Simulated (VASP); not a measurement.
A run of VASP 6.6.1:

Contents of INCAR:

```
SYSTEM = BP
  ALGO = Normal
  EDIFF = 1E-6
  ENCUT = 500
  GGA = CA
  GGA_COMPAT = .False.
  ISIF = 2
  ISMEAR = 0
  LASPH = .True.
  LCHARG = .False.
  LREAL = .False.
  LWAVE = .False.
  NBANDS = 11
  NELM = 120
  PREC = Accurate
  SIGMA = 0.01
```

File KPOINTS:

```
k-points
0
Gamma
  8 8 8
  0 0 0
```

Contents of POSCAR:

```
BP
1.0
    0.0000000000      2.2453831324      2.2341562167
    2.2453831324      0.0000000000      2.2341562167
    2.2453831324      2.2453831324      0.0000000000
B P
1 1
Direct
    0.0000000000      0.0000000000      0.0000000000
    0.7500000000      0.7500000000      0.7500000000
```

Potentials or basis: VASP PAW LDA potentials, release 64 (B, P).

Command:

```bash
$ cat potpaw_LDA.64/B/POTCAR potpaw_LDA.64/P/POTCAR > POTCAR
$ mpirun -np 1 vasp_std > vasp.out
```

Hardware: 1 thread of Intel Xeon 8259CL, on a shared host.

**Question.** Estimate the wall time of this run.

**Answer.** Wall time 12 s on 1 thread of Intel Xeon 8259CL (shared host), peak memory 0.13 GiB. Counts: scf iterations 12, k points 59.
